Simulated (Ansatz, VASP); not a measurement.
## One calculation of TiO2, two programs

INCAR

```
SYSTEM = TiO2
PREC     = Accurate       ! precision mode
ENCUT    = 520            ! plane-wave cutoff, eV
EDIFF    = 1E-7           ! SCF threshold, eV
ISMEAR   = 0              ! smearing method
SIGMA    = 0.05           ! smearing width, eV
LREAL    = .FALSE.        ! projectors in reciprocal space
LASPH    = .TRUE.         ! aspherical terms in the spheres
NELM     = 150            ! most SCF steps
ALGO     = Normal         ! electronic algorithm
ISIF     = 2              ! what is computed and relaxed
LWAVE    = .FALSE.        ! write WAVECAR
LCHARG   = .FALSE.        ! write CHGCAR
LMAXMIX  = 4              ! l up to which the mixer works
LDAU     = .TRUE.         ! DFT+U
LDAUTYPE = 2            
LDAUL    = 2 -1           ! shell
LDAUU    = 4 0            ! U, eV
LDAUJ    = 0 0          
LDAUPRINT= 1            
GGA      = PE             ! functional
NBANDS   = 33             ! bands
```

KPOINTS

```
Automatic mesh
0
G
  6 6 6
  0 0 0
```

POSCAR

```
TiO2
1.0
    2.7135409263     -2.7136163321     -0.0202485480
    2.7135409263      2.7136163321     -0.0202485480
   -2.6767287785      0.0000000000      4.9358366747
Ti O
2 4
Direct
    0.1250069486      0.8749930514      0.2500000000
    0.8749930514      0.1250069486      0.7500000000
    0.3394254028      0.0894486781      0.6788605275
    0.6605745972      0.9105513219      0.3211394725
    0.9105513219      0.6605745972      0.8211394725
    0.0894486781      0.3394254028      0.1788605275
```

Input for Ansatz:

```yaml
crystal:
  lattice:
    - [2.7135409263, -2.7136163321, -0.020248548]
    - [2.7135409263, 2.7136163321, -0.020248548]
    - [-2.6767287785, 0.0, 4.9358366747]
  atoms:
    - { symbol: Ti, position: [0.1250069486, 0.8749930514, 0.25] }
    - { symbol: Ti, position: [0.8749930514, 0.1250069486, 0.75] }
    - { symbol: O, position: [0.3394254028, 0.0894486781, 0.6788605275] }
    - { symbol: O, position: [0.6605745972, 0.9105513219, 0.3211394725] }
    - { symbol: O, position: [0.9105513219, 0.6605745972, 0.8211394725] }
    - { symbol: O, position: [0.0894486781, 0.3394254028, 0.1788605275] }
basis:
  ecutwfc: 520.0
kpoints:
  mp_grid: { grid: [6, 6, 6] }
hamiltonian:
  xc: pbe
  pseudopotentials: { kind: paw, azcp: { folder: soft_1 } }
  hubbard: { sites: [{ species: Ti, l: d, u_eff: 4.0 }] }
scf:
  occupations: { method: gaussian, width: 0.05 }
output:
  forces: true
  stress: true
  eigenvalues: true
```

Alike in both runs: task single point; functional PBE; k mesh 6 × 6 × 6; occupations gaussian, width 0.05 eV; no spin polarisation; Hubbard terms Ti d U = 4.0 eV.

```csv
,VASP,Ansatz
version,VASP 6.6.1,Ansatz 0.2.0
potentials or method,"VASP PAW PBE potentials, release 64 (Ti_sv, O), cutoff 520 eV","scalar-relativistic, plane waves, PAW"
valence electrons in the cell,48,48
```

|  | VASP | Ansatz | Ansatz less VASP |
| --- | --- | --- | --- |
| gap on the k mesh at the Fermi level (eV) | 2.30 | 2.23 | -0.066 |
| least direct gap on the mesh (eV) | 2.82 | 2.75 | -0.076 |
| pressure (GPa) | -2.2 | -6.0 | -3.79 |
| traceless stress, the component that is largest in VASP (GPa) | -8.26 | -6.74 | +1.527 |
| rms of the force components (eV/Å) | 0.470 | 0.515 | +0.0449 |

The programs project onto different local orbitals, so the same U acts differently, and such runs can settle in different states. Atom by atom the forces differ by 0.045 eV/Å (rms over components).
